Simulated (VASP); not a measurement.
Write the native input for VASP 6.6.1 that does the following.

| Property | Result |
| --- | --- |
| Task | single point |
| Functional | LDA |
| Potentials or basis | VASP PAW LDA potentials, release 64 (Ca_sv) |
| Cutoff | 520 eV |
| k mesh | 10 × 10 × 10 |
| Occupations | fermi-dirac, width 0.1 eV |
| Spin | no spin polarisation |
| Dipole correction | no |
| Further INCAR settings | ALGO = Normal; EDIFF = 1e-06; NBANDS = 11 |

The structure of Ca lies in POSCAR:

```
Ca
1.0
   -2.1142990500      2.1142990500      2.1142990500
    2.1142990500     -2.1142990500      2.1142990500
    2.1142990500      2.1142990500     -2.1142990500
Ca
1
Direct
    0.0000000000      0.0000000000      0.0000000000
```

This isn't the form of Ca at room conditions, which is fcc.

The input as run:

INCAR

```
PREC = Accurate
ENCUT = 520
EDIFF = 1E-6
ISMEAR = -1
SIGMA = 0.1
LREAL = False
LASPH = True
NELM = 80
ALGO = Normal
ISIF = 2
LWAVE = False
LCHARG = False
GGA = CA
NBANDS = 11
```

KPOINTS

```
Automatic mesh
0
Gamma
  10 10 10
```

Potentials or basis: VASP PAW LDA potentials, release 64 (Ca_sv).

Command:

```bash
$ cat potpaw_LDA.64/Ca_sv/POTCAR > POTCAR
$ mpirun -np 1 vasp_std > vasp.out
```

It gave:

```json
{"Pressure": "0.0 GPa", "Band gap on the k mesh": "zero (bands 5 and 6 overlap by 0.36 eV)"}
```

It took 25 s on 1 thread of Intel Xeon 8259CL (shared host), peak memory 0.15 GiB.
